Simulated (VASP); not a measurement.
# Cr (P1) in VASP: single point with PBEsol

Aim: the single point of Cr with PBEsol.

Everything below comes from runs of VASP 6.6.1. Logs are shortened: lines on timing, memory, paths and dates and some standing lists are left out, and cuts for length are marked.

## Step 1: The cell of the first run

The typed cell holds 4 atoms: a = 5.428 Å, b = 2.714 Å, c = 4.410 Å, α = 90.00°, β = 90.00°, γ = 120.00°.

## Step 2: Single point, PBEsol, collinear spin, ferromagnetic start

File INCAR:

```
SYSTEM = Cr
  ALGO = Normal
  EDIFF = 1E-7
  ENCUT = 520
  GGA = PS
  ISIF = 2
  ISMEAR = -1
  ISPIN = 2
  LASPH = .True.
  LCHARG = .False.
  LMAXMIX = 4
  LORBIT = 11
  LREAL = .False.
  LWAVE = .False.
  MAGMOM = 3 3 3 3
  NBANDS = 36
  NELM = 150
  PREC = Accurate
  SIGMA = 0.08
```

File KPOINTS:

```
k-points
0
Gamma
  4 8 4
  0 0 0
```

File POSCAR:

```
Cr
1.0
    5.4280000000      0.0000000000      0.0000000000
   -1.3570000000      2.3503929459      0.0000000000
    0.0000000000      0.0000000000      4.4100000000
Cr
4
Direct
    0.1772978498      0.6678568376      0.2806594104
    0.6934900692      0.6597952069      0.2360700680
    0.3172877208      0.3446151425      0.7284580499
    0.8119243717      0.3277328590      0.7548122449
```

Potentials or basis: VASP PAW PBE potentials, release 64 (Cr_pv).

Run with:

```console
$ cat potpaw_PBE.64/Cr_pv/POTCAR > POTCAR
$ mpirun -np 1 vasp_std > vasp.out
```

OUTCAR:

```text
SYSTEM = Cr
   EDIFF = 1E-7
   ENCUT = 520
   GGA = PS
   ISIF = 2
   ISMEAR = -1
   ISPIN = 2
   LASPH = .True.
   LORBIT = 11
   LREAL = .False.
   NELM = 150
   PREC = Accurate

 ion  position               nearest neighbor table
   1  0.177  0.668  0.281-   3 2.43   3 2.54   2 2.62   2 2.69   4 2.71   2 2.76   3 2.82   2 2.82
                             4 2.89   3 2.91
   2  0.693  0.660  0.236-   4 2.51   1 2.62   4 2.65   4 2.65   1 2.69   1 2.76   4 2.79   3 2.81
                             1 2.82   3 2.86
   3  0.317  0.345  0.728-   1 2.43   1 2.54   4 2.68   4 2.71   4 2.72   4 2.75   2 2.81   1 2.82
                             2 2.86   1 2.91
   4  0.812  0.328  0.755-   2 2.51   2 2.65   2 2.65   3 2.68   1 2.71   3 2.71   3 2.72   3 2.75
                             2 2.79   1 2.89

  Warning from LATTYP: Monoclinic adjustment (A1->A3, A2->A1, A3->A2)!
  LATTYP: Found a simple orthorhombic cell.
 ALAT       =     2.7140000000
 B/A-ratio  =     1.6249078850
 C/A-ratio  =     1.7320508076

  Lattice vectors:

 A1 = (  -1.3570000000,   2.3503929459,   0.0000000000)
 A2 = (   0.0000000000,   0.0000000000,   4.4100000000)
 A3 = (   4.0710000000,   2.3503929459,   0.0000000000)

Analysis of symmetry for initial positions (statically):
=====================================================================
 Subroutine PRICEL returns:
 Original cell was already a primitive cell.

 Routine SETGRP: Setting up the symmetry group for a
 simple orthorhombic supercell.

 Subroutine GETGRP returns: Found  1 space group operations
 (whereof  1 operations were pure point group operations)
 out of a pool of  8 trial point group operations.

The static configuration has the point symmetry C_1 .

Analysis of symmetry for dynamics (positions and initial velocities):
=====================================================================
 Subroutine PRICEL returns:
 Original cell was already a primitive cell.

 Routine SETGRP: Setting up the symmetry group for a
 simple orthorhombic supercell.

 Subroutine GETGRP returns: Found  1 space group operations
 (whereof  1 operations were pure point group operations)
 out of a pool of  8 trial point group operations.

The dynamic configuration has the point symmetry C_1 .

Analysis of structural, dynamic, and magnetic symmetry:
=====================================================================
 Subroutine PRICEL returns:
 Original cell was already a primitive cell.

 Routine SETGRP: Setting up the symmetry group for a
 simple orthorhombic supercell.

 Subroutine GETGRP returns: Found  1 space group operations
 (whereof  1 operations were pure point group operations)
 out of a pool of  8 trial point group operations.

The overall configuration has the point symmetry C_1 .

 Subroutine INISYM returns: Found  1 space group operations
 (whereof  1 operations are pure point group operations),
 and found     1 'primitive' translations

----------------------------------------------------------------------------------------

                                     Primitive cell

  volume of cell :      56.2625

  direct lattice vectors                    reciprocal lattice vectors
     5.428000000  0.000000000  0.000000000     0.184229919  0.106365193  0.000000000
    -1.357000000  2.350392946  0.000000000     0.000000000  0.425460773  0.000000000
     0.000000000  0.000000000  4.410000000     0.000000000  0.000000000  0.226757370

  length of vectors
     5.428000000  2.714000000  4.410000000     0.212730387  0.425460773  0.226757370

  position of ions in fractional coordinates (direct lattice)
     0.177297850  0.667856838  0.280659410
     0.693490069  0.659795207  0.236070068
     0.317287721  0.344615142  0.728458050
     0.811924372  0.327732859  0.754812245

  ion indices of the primitive-cell ions
   primitive index   ion index
                 1           1
                 2           2
                 3           3
                 4           4

----------------------------------------------------------------------------------------

 KPOINTS: k-points

Automatic generation of k-mesh.
 Grid dimensions read from file:
 generate k-points for:    4    8    4

 Generating k-lattice:

  Cartesian coordinates                     Fractional coordinates (reciprocal lattice)
     0.046057480  0.026591298  0.000000000     0.250000000  0.000000000  0.000000000
     0.000000000  0.053182597  0.000000000     0.000000000  0.125000000  0.000000000
     0.000000000  0.000000000  0.056689342     0.000000000  0.000000000  0.250000000

  Length of vectors
     0.053182597  0.053182597  0.056689342

  Shift w.r.t. Gamma in fractional coordinates (k-lattice)
     0.000000000  0.000000000  0.000000000

 Subroutine IBZKPT returns following result:
 ===========================================

 Found     68 irreducible k-points:

 Following reciprocal coordinates:
            Coordinates               Weight
  0.000000  0.000000  0.000000      1.000000
  0.250000 -0.000000  0.000000      2.000000
  0.500000 -0.000000  0.000000      1.000000
  0.000000  0.125000  0.000000      2.000000
 -0.250000  0.125000  0.000000      2.000000
  0.250000  0.125000  0.000000      2.000000
[... 16 lines left out ...]
  0.000000  0.125000  0.250000      2.000000
 -0.250000  0.125000 -0.250000      2.000000
 [... further k-points ...]
   k-points           NKPTS =     68   k-points in BZ     NKDIM =     68   number of bands    NBANDS=     36
   number of dos      NEDOS =    301   number of ions     NIONS =      4
   total plane-waves  NPLWV =  28800
   dimension x,y,z NGX =    40 NGY =   20 NGZ =   36
   dimension x,y,z NGXF=    80 NGYF=   40 NGZF=   72
   ions per type =               4
   NGX,Y,Z   is equivalent  to a cutoff of  12.25, 12.25, 13.57 a.u.
   NGXF,Y,Z  is equivalent  to a cutoff of  24.50, 24.50, 27.14 a.u.
 SYSTEM =  Cr
   PREC   = accura    normal or accurate (medium, high low for compatibility)
   ISTART =      0    job   : 0-new  1-cont  2-samecut
   ICHARG =      2    charge: 1-file 2-atom 10-const
   ISPIN  =      2    spin polarized calculation?
   LNONCOLLINEAR =      F non collinear calculations
   LSORBIT =      F    spin-orbit coupling
   LASPH  =      T    aspherical Exc in radial PAW
   ENCUT  =  520.0 eV  38.22 Ry    6.18 a.u.  10.09  5.05  8.20*2*pi/ulx,y,z
   NELM   =    150;   NELMIN=  2; NELMDL= -5     # of ELM steps
   EDIFF  = 0.1E-06   stopping-criterion for ELM
   LREAL  =      F    real-space projection
   EDIFFG = 0.1E-05   stopping-criterion for IOM
   NSW    =      0    number of steps for IOM
   IBRION =     -1    ionic relax: 0-MD 1-quasi-New 2-CG
   NFREE  =      0    steps in history (QN), initial steepest desc. (CG)
   ISIF   =      2    stress and relaxation
   ISYM   =      2    0-nonsym 1-usesym 2-fastsym
   POTIM  = 0.5000    time-step for ionic-motion
   TEBEG  =    0.0;   TEEND  =   0.0 temperature during run
   PSTRESS=    0.0 pullay stress
   NELECT =      48.0000    total number of electrons
   NUPDOWN=      -1.0000    fix difference up-down
   EMIN   =  10.00;   EMAX   =-10.00  energy-range for DOS
   EFERMI =   0.00;   METHOD = LEGACY
   ISMEAR =    -1;   SIGMA  =   0.08  broadening in eV -4-tet -1-fermi 0-gaus
   EFERMI_NEDOS =   21; number of points for ismear=-14 and -15
   IALGO  =     38    algorithm
   IMIX   =      4    mixing-type and parameters
     AMIX     =   0.40;   BMIX     =  1.00
     AMIX_MAG =   1.60;   BMIX_MAG =  1.00
  volume/ion in A,a.u.               =      14.07        94.92
  Fermi-wavevector in a.u.,A,eV,Ry     =   1.552681  2.934142 32.801180  2.410819
  Thomas-Fermi vector in A             =   2.657021
   LORBIT       =     11    0 simple, 1 ext, 2 COOP (PROOUT), +10 PAW based schemes
   GGA     = PS    functional components
   LHFCALC =     F    Hartree Fock is set to
   AEXX    =    0.0000 exact exchange contribution
   IVDW    =     0    specifies the selected vdW correction
   LEPSILON=     F    determine dielectric tensor
   LRPA    =     F    only Hartree local field effects (RPA)
 spin polarized calculation
  energy-cutoff  :      520.00
  volume of cell :       56.26
 maximum number of plane-waves:      1540
   NGX = 21   NGY = 11   NGZ = 17

 number of electron      48.0000000 magnetization      12.0000000

 number of electron      48.0000001 magnetization       0.0061874

 Free energy of the ion-electron system (eV)
  ---------------------------------------------------
  ext. energy  EPLUGINS =         0.00000000
  ---------------------------------------------------
  free energy    TOTEN  =       -37.92576619 eV

  energy without entropy =      -37.72837978  energy(sigma->0) =      -37.82707298

 E-fermi :   8.1114     XC(G=0): -12.6855

 val. band max:        8.1097484418   @ k =   0.0000   0.1250   0.5000
 cond. band min:       8.1127584195   @ k =   0.2500   0.1250   0.0000
 fundamental gap:      0.0030099777
 Fermi energy:         8.1114117524

 spin component 1

 k-point     1 :       0.0000    0.0000    0.0000
  band No.  band energies     occupation
      1     -34.8893      1.00000
      2     -34.8471      1.00000
      3     -34.7583      1.00000
      4     -34.7052      1.00000
      5     -34.5481      1.00000
      6     -34.4498      1.00000
[... 925 lines left out ...]
     35      11.1649      0.00000
     36      13.4254      0.00000

 [... further k-points ...]

 spin component 2

 k-point     1 :       0.0000    0.0000    0.0000
  band No.  band energies     occupation
      1     -34.8880      1.00000
      2     -34.8450      1.00000
      3     -34.7567      1.00000
      4     -34.7043      1.00000
      5     -34.5462      1.00000
      6     -34.4468      1.00000
[... 925 lines left out ...]
     35      11.1661      0.00000
     36      13.4263      0.00000

 [... further k-points ...]

------------------------ aborting loop because EDIFF is reached ----------------------------------------

  FORCE on cell =-STRESS in cart. coord.  units (eV):
  Direction    XX          YY          ZZ          XY          YZ          ZX
  --------------------------------------------------------------------------------------
  -------------------------------------------------------------------------------------
  Total      -12.2643931    -10.9725286    -11.2030695     -1.0463104      0.0032787     -0.3751684
  in kB     -349.2510655   -312.4628567   -319.0279322    -29.7956058      0.0933677    -10.6836080
  external PRESSURE =    -326.9139515 kB  Pullay stress =       0.0000000 kB

 VOLUME and BASIS-vectors are now :
 -----------------------------------------------------------------------------
  energy-cutoff  :      520.00
  volume of cell :       56.26
      direct lattice vectors                 reciprocal lattice vectors
     5.428000000  0.000000000  0.000000000     0.184229919  0.106365193  0.000000000
    -1.357000000  2.350392946  0.000000000     0.000000000  0.425460773  0.000000000
     0.000000000  0.000000000  4.410000000     0.000000000  0.000000000  0.226757370

 POSITION                                       TOTAL-FORCE (eV/Angst)
 -----------------------------------------------------------------------------------
      0.05609      1.56973      1.23771         0.448597      0.219124     -0.110949
      2.86892      1.55078      1.04107         0.231160      0.090041     -0.342368
      1.25460      0.80998      3.21250        -0.469106     -0.157074      0.134617
      3.96239      0.77030      3.32872        -0.210652     -0.152091      0.318700
 -----------------------------------------------------------------------------------
    total drift:                                0.000047     -0.000029     -0.000772

  FREE ENERGIE OF THE ION-ELECTRON SYSTEM (eV)
  ---------------------------------------------------
  free  energy   TOTEN  =       -37.9257661929 eV

  energy  without entropy=      -37.7283797752  energy(sigma->0) =      -37.82707298

 total charge

# of ion       s       p       d       tot
------------------------------------------
    1        0.381   6.285   4.082  10.749
    2        0.378   6.283   4.065  10.725
    3        0.379   6.281   4.078  10.738
    4        0.379   6.286   4.068  10.733
--------------------------------------------------
tot          1.517  25.134  16.293  42.944

 magnetization (x)

# of ion       s       p       d       tot
------------------------------------------
    1        0.000   0.000   0.003   0.003
    2        0.000   0.000   0.010   0.010
    3       -0.000  -0.000  -0.007  -0.008
    4       -0.000  -0.000   0.000   0.000
--------------------------------------------------
tot          0.000   0.000   0.006   0.006
```

It took 15 min on 1 thread of Oxide Virtual Turin-like, shared host; peak memory 0.28 GiB.

Results:

* Free energy: -37.9258 eV
* Pressure: -32.7 GPa
* Largest force: 0.513 eV/Å
* Band gap on the k mesh: zero (filled and empty bands overlap)
* Net moment: 0.01 μB per cell
* Valence electrons inside the program's atomic spheres: Cr 10.75, 10.72, 10.74, 10.73

Forces in eV/Å, atoms in the order of the input:
```
Cr   0.449  0.219 -0.111
Cr   0.231  0.090 -0.342
Cr  -0.469 -0.157  0.135
Cr  -0.211 -0.152  0.319
```

Levels at points of the mesh, in eV from the Fermi level:
Spin up:
```csv
k point,band 21,band 22,band 23,band 24,band 25,band 26,band 27,band 28
"(0.00, 0.00, 0.00)",-0.37,-0.20,-0.10,-0.01,0.12,0.33,0.39,0.78
"(0.50, 0.00, 0.00)",-0.51,-0.26,-0.25,-0.20,0.39,0.49,0.58,0.75
"(0.00, 0.50, 0.00)",-0.78,-0.45,-0.43,-0.21,-0.02,0.01,1.78,1.88
"(0.50, 0.50, 0.00)",-0.97,-0.76,-0.46,-0.40,0.21,0.25,0.98,1.14
"(0.00, 0.00, 0.50)",-0.49,-0.46,-0.31,-0.29,0.37,0.53,0.83,0.86
"(0.50, 0.00, 0.50)",-0.65,-0.48,-0.34,-0.20,0.21,0.37,0.40,0.57
"(0.00, 0.50, 0.50)",0.40,0.46,0.63,0.78,0.99,1.07,1.32,1.35
"(0.50, 0.50, 0.50)",-0.90,-0.79,-0.67,-0.61,0.27,0.44,0.55,0.77
```
Spin down:
| k point | band 22 | band 23 | band 24 | band 25 | band 26 | band 27 |
| --- | --- | --- | --- | --- | --- | --- |
| (0.00, 0.00, 0.00) | -0.20 | -0.10 | -0.01 | 0.12 | 0.33 | 0.39 |
| (0.50, 0.00, 0.00) | -0.26 | -0.25 | -0.19 | 0.40 | 0.48 | 0.58 |
| (0.00, 0.50, 0.00) | -0.45 | -0.43 | -0.21 | -0.02 | 0.01 | 1.78 |
| (0.50, 0.50, 0.00) | -0.76 | -0.46 | -0.40 | 0.21 | 0.25 | 0.98 |
| (0.00, 0.00, 0.50) | -0.46 | -0.31 | -0.28 | 0.37 | 0.53 | 0.83 |
| (0.50, 0.00, 0.50) | -0.48 | -0.34 | -0.20 | 0.21 | 0.38 | 0.41 |
| (0.00, 0.50, 0.50) | 0.46 | 0.63 | 0.78 | 0.99 | 1.07 | 1.33 |
| (0.50, 0.50, 0.50) | -0.79 | -0.66 | -0.61 | 0.27 | 0.44 | 0.55 |

Caveat: the cell stands under tension; the moments typed at the start vanished in this run; the PAW data sets were made with another functional, which shifts forces and pressure a little.
